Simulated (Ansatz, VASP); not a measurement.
Rh in VASP and in Ansatz

File INCAR:

```
SYSTEM = Rh
ALGO = Normal
EDIFF = 1E-6
ENCUT = 520
GGA = PE
ISIF = 2
ISMEAR = -1
LASPH = .True.
LCHARG = .False.
LREAL = .False.
LWAVE = .False.
NBANDS = 22
NELM = 80
PREC = Accurate
SIGMA = 0.1
```

File KPOINTS:

```
k-points
0
Gamma
  11 11 11
  0 0 0
```

POSCAR

```
Rh
1.0
    0.0000000000      2.7585814736      2.7585814736
    2.7585814736      0.0000000000      2.7585814736
    2.7585814736      2.7585814736      0.0000000000
Rh
2
Direct
    0.1250000000      0.1250000000      0.1250000000
    0.8750000000      0.8750000000      0.8750000000
```

Input for Ansatz:

```yaml
crystal:
  lattice:
    - [0.0, 2.7585814736, 2.7585814736]
    - [2.7585814736, 0.0, 2.7585814736]
    - [2.7585814736, 2.7585814736, 0.0]
  atoms:
    - { symbol: Rh, position: [0.125, 0.125, 0.125] }
    - { symbol: Rh, position: [0.875, 0.875, 0.875] }
hamiltonian:
  xc: pbe
  pseudopotentials:
    kind: paw
    azcp:
      Rh: "pseudopotentials/Rh.paw.azcp"
basis:
  ecutwfc: 420
  fft_grid_basis: typed
kpoints:
  mp_grid: { grid: [11, 11, 11], shift: [0, 0, 0] }
magnetization:
  spin_polarized: false
scf:
  occupations: { method: fermi_dirac, width: 0.1 }
  lower_state_search: "off"
output:
  stress: true
```

Alike in both runs: task single point; functional PBE; k mesh 11 × 11 × 11; occupations fermi-dirac, width 0.1 eV; no spin polarisation.

|  | VASP | Ansatz |
| --- | --- | --- |
| version | VASP 6.6.1 | Ansatz 0.2.0 |
| potentials or method | VASP PAW PBE potentials, release 64 (Rh_pv), cutoff 520 eV | plane waves (420 eV) with PAW, scalar-relativistic |
| valence electrons in the cell | 30 | 34 |

VASP gave:

```
pressure (GPa) : 0.0
```

**Question.** Estimate Ansatz's values.

**Answer.** Pressure (GPa): -0.1.

VASP's potentials hold 30 valence electrons a cell and Ansatz's 34, so a difference there can come from the potentials and not from the codes.
